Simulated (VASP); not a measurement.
# Sn in VASP: further runs

The runs below take Sn through single point, with PBE+D3(BJ).

Everything below comes from runs of VASP 6.6.1. Logs are shortened: lines on timing, memory, paths and dates and some standing lists are left out, and cuts for length are marked.

**1. The cell of the first run**

The typed cell holds 2 atoms: a = 3.295 Å, b = 3.295 Å, c = 4.963 Å, α = 89.99°, β = 89.99°, γ = 82.28°.

**2. Single point, PBE+D3(BJ) (mode 6 (102.9 1/cm) frozen in, largest displacement -0.120 Å)**

INCAR

```
SYSTEM = Sn
PREC = Accurate
ENCUT = 520
EDIFF = 1E-6
ISMEAR = 0
SIGMA = 0.15
LREAL = .False.
LASPH = .True.
NELM = 80
ALGO = Fast
ISIF = 2
LWAVE = .False.
LCHARG = .True.
GGA = PE
IVDW = 12
LELF = .True.
LVHAR = .True.
NBANDS = 21
```

KPOINTS

```
Automatic mesh
0
Gamma
  18 18 12
  0 0 0
```

POSCAR

```
Sn
1.0
   -1.7544065422      1.7546136957     -2.1674907473
   -1.7544065422      1.7546136957      2.1674907473
    3.5088130844      3.5092273914      0.0000000000
Sn
2
Direct
    0.0000000143      0.0000000143     -0.0241813406
    0.4999999857      0.4999999857      0.5241813406
```

Potentials or basis: VASP PAW PBE potentials, release 64 (Sn_d).

On the command line:

```sh
$ cat potpaw_PBE.64/Sn_d/POTCAR > POTCAR
$ mpirun -np 1 vasp_std > vasp.out
```

OUTCAR:

```text
SYSTEM = Sn
   PREC = Accurate
   ENCUT = 520
   EDIFF = 1E-6
   ISMEAR = 0
   LREAL = .False.
   LASPH = .True.
   NELM = 80
   ISIF = 2
   GGA = PE
   IVDW = 12
 IVDW          = 12

 ion  position               nearest neighbor table
   1  0.000  0.000  0.976-   2 3.12   2 3.12   2 3.34   2 3.34   2 3.48   2 3.48   2 3.68   2 3.68

   2  0.500  0.500  0.524-   1 3.12   1 3.12   1 3.34   1 3.34   1 3.48   1 3.48   1 3.68   1 3.68

  LATTYP: Found a base centered monoclinic cell.
 ALAT       =     4.9625040197
 B/A-ratio  =     0.8735472006
 C/A-ratio  =     1.0000000000
 COS(beta)  =    -0.0001180691

  Lattice vectors:

 A1 = (   1.7544065422,  -1.7546136957,   2.1674907473)
 A2 = (   1.7544065422,  -1.7546136957,  -2.1674907473)
 A3 = (   3.5088130844,   3.5092273914,   0.0000000000)

Analysis of symmetry for initial positions (statically):
=====================================================================
 Subroutine PRICEL returns:
 Original cell was already a primitive cell.

 Routine SETGRP: Setting up the symmetry group for a
 base centered monoclinic supercell.

 Subroutine GETGRP returns: Found  4 space group operations
 (whereof  2 operations were pure point group operations)
 out of a pool of  4 trial point group operations.

The static configuration has the point symmetry C_1h.
 The point group associated with its full space group is C_2h.

Analysis of symmetry for dynamics (positions and initial velocities):
=====================================================================
 Subroutine PRICEL returns:
 Original cell was already a primitive cell.

 Routine SETGRP: Setting up the symmetry group for a
 base centered monoclinic supercell.

 Subroutine GETGRP returns: Found  4 space group operations
 (whereof  2 operations were pure point group operations)
 out of a pool of  4 trial point group operations.

The dynamic configuration has the point symmetry C_1h.
 The point group associated with its full space group is C_2h.

 Subroutine INISYM returns: Found  4 space group operations
 (whereof  2 operations are pure point group operations),
 and found     1 'primitive' translations

----------------------------------------------------------------------------------------

                                     Primitive cell

  volume of cell :      53.3776

  direct lattice vectors                    reciprocal lattice vectors
    -1.754406542  1.754613696 -2.167490747    -0.142498329  0.142481505 -0.230681492
[... 84 lines left out ...]
   ENCUT  =  520.0 eV  38.22 Ry    6.18 a.u.   6.13  6.13  9.23*2*pi/ulx,y,z
   NELM   =     80;   NELMIN=  2; NELMDL= -5     # of ELM steps
   EDIFF  = 0.1E-05   stopping-criterion for ELM
   LREAL  =      F    real-space projection
   EDIFFG = 0.1E-04   stopping-criterion for IOM
   NSW    =      0    number of steps for IOM
   IBRION =     -1    ionic relax: 0-MD 1-quasi-New 2-CG
   NFREE  =      0    steps in history (QN), initial steepest desc. (CG)
   ISIF   =      2    stress and relaxation
   ISYM   =      2    0-nonsym 1-usesym 2-fastsym
   POTIM  = 0.5000    time-step for ionic-motion
   TEBEG  =    0.0;   TEEND  =   0.0 temperature during run
   PSTRESS=    0.0 pullay stress
   NELECT =      28.0000    total number of electrons
   NUPDOWN=      -1.0000    fix difference up-down
   EMIN   =  10.00;   EMAX   =-10.00  energy-range for DOS
   EFERMI =   0.00;   METHOD = LEGACY
   ISMEAR =     0;   SIGMA  =   0.15  broadening in eV -4-tet -1-fermi 0-gaus
   EFERMI_NEDOS =   21; number of points for ismear=-14 and -15
   IALGO  =     68    algorithm
   IMIX   =      4    mixing-type and parameters
     AMIX     =   0.40;   BMIX     =  1.00
     AMIX_MAG =   1.60;   BMIX_MAG =  1.00
  volume/ion in A,a.u.               =      26.69       180.10
  Fermi-wavevector in a.u.,A,eV,Ry     =   1.320306  2.495016 23.717774  1.743207
  Thomas-Fermi vector in A             =   2.450141
   LORBIT       =      0    0 simple, 1 ext, 2 COOP (PROOUT), +10 PAW based schemes
   GGA     = PE    functional components
   LHFCALC =     F    Hartree Fock is set to
   AEXX    =    0.0000 exact exchange contribution
   IVDW    =    12    specifies the selected vdW correction
   LEPSILON=     F    determine dielectric tensor
   LRPA    =     F    only Hartree local field effects (RPA)
 non-spin polarized calculation
 RMM-DIIS sequential band-by-band and
 Gauss-broadening in eV      SIGMA  =   0.15
  energy-cutoff  :      520.00
  volume of cell :       53.38
 maximum number of plane-waves:      1456
 NGX is ok and might be reduce to    28
   NGX = 13   NGY = 13   NGZ = 19

 number of electron      27.9999988 magnetization

 Free energy of the ion-electron system (eV)
  ---------------------------------------------------
  ext. energy  EPLUGINS =         0.00000000
  ---------------------------------------------------
  free energy    TOTEN  =        -7.49029126 eV

  energy without entropy =       -7.47587477  energy(sigma->0) =       -7.48308301

 E-fermi :   8.3869     XC(G=0): -10.4314

 val. band max:        8.3852965574   @ k =  -0.2222  -0.4444   0.0833
 cond. band min:       8.3977237308   @ k =   0.3333   0.1667   0.2500
 fundamental gap:      0.0124271735
 Fermi energy:         8.3869346552

 k-point     1 :       0.0000    0.0000    0.0000
  band No.  band energies     occupation
      1     -13.3388      2.00000
      2     -13.2692      2.00000
      3     -13.2680      2.00000
      4     -13.2466      2.00000
      5     -13.1955      2.00000
      6     -13.1789      2.00000
[... 565 lines left out ...]
     20      17.9144      0.00000
     21      20.3954      0.00000

 [... further k-points ...]

------------------------ aborting loop because EDIFF is reached ----------------------------------------

 Edisp (eV)   -0.78352

 E8    (eV) :    -0.3760

  FORCE on cell =-STRESS in cart. coord.  units (eV):
  Direction    XX          YY          ZZ          XY          YZ          ZX
  --------------------------------------------------------------------------------------
  -------------------------------------------------------------------------------------
  Total       0.30910     0.30891     0.46739    -0.08057     0.00000     0.00000
  in kB       9.27779     9.27218    14.02928    -2.41837     0.00000     0.00000
  external pressure =       10.86 kB  Pullay stress =        0.00 kB

 VOLUME and BASIS-vectors are now :
 -----------------------------------------------------------------------------
  energy-cutoff  :      520.00
  volume of cell :       53.38
      direct lattice vectors                 reciprocal lattice vectors
    -1.754406542  1.754613696 -2.167490747    -0.142498329  0.142481505 -0.230681492
    -1.754406542  1.754613696  2.167490747    -0.142498329  0.142481505  0.230681492
     3.508813084  3.509227391  0.000000000     0.142498329  0.142481505  0.000000000

 POSITION                                       TOTAL-FORCE (eV/Angst)
 -----------------------------------------------------------------------------------
      3.42397      3.42437      0.00000         0.387752      0.387607      0.000000
      0.08485      3.59409      0.00000        -0.387752     -0.387607      0.000000
 -----------------------------------------------------------------------------------
    total drift:                               -0.000000     -0.000000      0.000000

  FREE ENERGIE OF THE ION-ELECTRON SYSTEM (eV)
  ---------------------------------------------------
  free  energy   TOTEN  =        -8.2738109225 eV

  energy  without entropy=       -8.2593944307  energy(sigma->0) =       -8.26660268
```

OSZICAR:

```text
N       E                     dE             d eps       ncg     rms          rms(c)
DAV:   1     0.220623521178E+03    0.22062E+03   -0.14339E+04 44264   0.211E+03
DAV:   2     0.150189147208E+02   -0.20560E+03   -0.20144E+03 43994   0.453E+02
DAV:   3    -0.681941294816E+01   -0.21838E+02   -0.21656E+02 49734   0.133E+02
DAV:   4    -0.749192624170E+01   -0.67251E+00   -0.67202E+00 50104   0.258E+01
DAV:   5    -0.751938404948E+01   -0.27458E-01   -0.27457E-01 61994   0.493E+00    0.202E+00
RMM:   6    -0.749759086287E+01    0.21793E-01   -0.25400E-02 53133   0.181E+00    0.116E+00
RMM:   7    -0.749042067268E+01    0.71702E-02   -0.18537E-02 52850   0.140E+00    0.138E-01
RMM:   8    -0.749019623627E+01    0.22444E-03   -0.23959E-03 58175   0.606E-01    0.376E-02
RMM:   9    -0.749027734935E+01   -0.81113E-04   -0.79082E-04 65247   0.239E-01    0.218E-02
RMM:  10    -0.749028588720E+01   -0.85379E-05   -0.10975E-04 57680   0.135E-01    0.963E-03
RMM:  11    -0.749029086230E+01   -0.49751E-05   -0.66476E-05 70295   0.677E-02    0.740E-03
RMM:  12    -0.749029198725E+01   -0.11250E-05   -0.59849E-06 48102   0.201E-02    0.113E-02
RMM:  13    -0.749029126037E+01    0.72688E-06   -0.12824E-06 28664   0.132E-02
   1 F= -.82738109E+01 E0= -.82666027E+01  d E =-.144165E-01
```

It took 7.5 min on 1 thread of Intel Xeon 6975P-C (Granite Rapids), shared host; peak memory 0.91 GiB.

What came out:

```yaml
Free_energy: -8.2738 eV
Pressure: 1.1 GPa
Largest_force: 0.548 eV/Å
Band_gap_on_the_k_mesh: zero (band 14 reaches 11.69 eV, above the bottom of band 15 at 6.32 eV)
Dispersion_energy_per_atom: -0.392 eV
```

Forces in eV/Å, atoms in the order of the input:
```
Sn   0.388  0.388  0.000
Sn  -0.388 -0.388  0.000
```

Stress tensor (GPa, compression positive):
```
 0.93 -0.24  0.00
-0.24  0.93  0.00
 0.00  0.00  1.40
```

Levels at points of the mesh, in eV from the Fermi level:
```tsv
k point	band 12	band 13	band 14	band 15	band 16	band 17
(0.00, 0.00, 0.00)	-5.51	-4.01	2.25	3.12	6.02	6.35
(0.50, 0.00, 0.00)	-7.75	-1.32	-1.32	0.06	0.06	5.36
(0.50, 0.50, 0.00)	-4.21	-3.58	-2.87	0.99	0.99	2.42
(0.00, 0.00, 0.50)	-9.03	2.25	3.31	3.45	4.24	4.89
(0.50, 0.00, 0.50)	-6.98	-4.59	-4.59	4.81	4.82	6.35
(0.50, 0.50, 0.50)	-4.23	-3.05	-1.80	-1.70	-0.37	0.21
```

Caveat: the cell differs from its parent crystal (mode 6 (102.9 1/cm) frozen in, largest displacement -0.120 Å); spin-orbit coupling is left out, which moves the levels of the heavy elements; pairwise dispersion overbinds metals, which lowers pressure and volume.

**3. Single point, PBE+D3(BJ) (mode 6 (102.9 1/cm) frozen in, largest displacement +0.105 Å)**

INCAR

```
PREC = Accurate ; ENCUT = 520
EDIFF = 1E-6 ; ISMEAR = 0
SIGMA = 0.15 ; LREAL = False
LASPH = True ; NELM = 80
ALGO = Fast ; ISIF = 2
LWAVE = False ; LCHARG = True
GGA = PE ; IVDW = 12
LELF = True ; LVHAR = True
NBANDS = 21
```

KPOINTS

```
regular mesh
0
Gamma
  18 18 12
```

POSCAR

```
Sn
1.0
   -1.7544065422      1.7546136957     -2.1674907473
   -1.7544065422      1.7546136957      2.1674907473
    3.5088130844      3.5092273914      0.0000000000
Sn
2
Direct
   -0.0000000125     -0.0000000125      0.0211586730
    0.5000000125      0.5000000125      0.4788413270
```

Potentials or basis: VASP PAW PBE potentials, release 64 (Sn_d).

On the command line:

```sh
$ cat potpaw_PBE.64/Sn_d/POTCAR > POTCAR
$ mpirun -np 1 vasp_std > vasp.out
```

It took 22 min on 1 thread of Intel Xeon Platinum 8259CL at 2.50GHz (Skylake/Cascade Lake), shared host; peak memory 0.91 GiB.

The run converged. Its results:

| Property | Result |
| --- | --- |
| Free energy | -8.2892 eV |
| Pressure | 0.8 GPa |
| Largest force | 0.478 eV/Å |
| Band gap on the k mesh | zero (band 14 reaches 11.74 eV, above the bottom of band 15 at 6.29 eV) |
| Dispersion energy per atom | -0.392 eV |

Forces in eV/Å, atoms in the order of the input:
```
Sn  -0.338 -0.338  0.000
Sn   0.338  0.338  0.000
```

Stress tensor (GPa, compression positive):
```
 0.69 -0.19  0.00
-0.19  0.69  0.00
 0.00  0.00  1.07
```

Levels at points of the mesh, in eV from the Fermi level:
```
           k point  band 11  band 12  band 13  band 14  band 15  band 16  band 17  band 18
(0.00, 0.00, 0.00)   -11.39    -5.51    -4.03     2.27     3.14     6.07     6.37     7.75
(0.50, 0.00, 0.00)    -7.73    -7.73    -1.30    -1.30     0.01     0.01     5.38     5.38
(0.50, 0.50, 0.00)    -5.61    -4.18    -3.58    -2.85     0.97     0.98     2.40     3.02
(0.00, 0.00, 0.50)   -10.30    -9.11     2.30     3.23     3.54     4.32     4.80     5.40
(0.50, 0.00, 0.50)    -6.94    -6.94    -4.62    -4.62     4.81     4.81     6.36     6.36
(0.50, 0.50, 0.50)    -4.88    -4.26    -2.97    -1.88    -1.61    -0.45     0.23     0.61
```

Caveat: the cell differs from its parent crystal (mode 6 (102.9 1/cm) frozen in, largest displacement +0.105 Å); spin-orbit coupling is left out, which moves the levels of the heavy elements; pairwise dispersion overbinds metals, which lowers pressure and volume.
